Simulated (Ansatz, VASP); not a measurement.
# AlHF2 in VASP and in Ansatz

```
Al H F
1.0
     3.51258    0.00000    0.00000
    -1.75629    3.04198    0.00000
     0.00000    0.00000    3.35847
Al H F
1 1 2
Direct
  0.00000 0.00000 0.00000
  0.00000 0.00000 0.50000
  0.33333 0.66667 0.14810
  0.66667 0.33333 0.85190
```

Change from the starting cell: species swapped into the LiHfSe2 type (P-3m1, No. 164).

Alike in both runs: functional PBE; k mesh 6 × 6 × 8; occupations gaussian, width 0.02 eV; no spin polarisation.

Ansatz relaxed the structure, and its values are those at the end. VASP's run is a single point on that final structure, the one shown.

```csv
,VASP,Ansatz
version,VASP 6.6.1,Ansatz 0.2.0
potentials or method,"VASP PAW PBE potentials, release 64 (Al, H, F), cutoff 520 eV","scalar-relativistic, plane waves, PAW"
valence electrons in the cell,18,18
```

VASP gave:

```
gap on the k mesh at the Fermi level (eV) : 3.61
least direct gap on the mesh (eV)         : 3.69
pressure (GPa)                            : -0.3
```

Q: What did Ansatz give for the same quantities?

A: gap on the k mesh at the Fermi level (eV): 3.63; least direct gap on the mesh (eV): 3.71; pressure (GPa): 0.0.
